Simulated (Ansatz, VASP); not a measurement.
Two plane-wave programs on Ni

```xyz
1
Lattice="0.0000 1.7376 1.7376 1.7376 0.0000 1.7376 1.7376 1.7376 0.0000" Properties=species:S:1:pos:R:3 pbc="T T T"
Ni    0.0000    0.0000    0.0000
```

Alike in both runs: task single point; functional PBE; k mesh 11 × 11 × 11; occupations fermi-dirac, width 0.05 eV; collinear spin; fixed moment 1 μB.

|  | VASP | Ansatz |
| --- | --- | --- |
| version | VASP 6.6.1 | Ansatz 0.2.0 |
| potentials or method | VASP PAW PBE potentials, release 64 (Ni) | Ansatz PAW |
| plane-wave cutoff (eV) | 520 | 420 |
| valence electrons in the cell | 10 | 18 |

```tsv
	VASP	Ansatz	Ansatz less VASP
pressure (GPa)	11.7	11.9	+0.18
net moment per atom (μB)	1.00	1.00	0.000
size of the moment on the site where the two differ most (μB)	0.99	1.01	+0.020
```

Site moments also hang on the region over which each program counts them. VASP's potentials hold 10 valence electrons a cell and Ansatz's 18, so a difference there can come from the potentials and not from the codes.
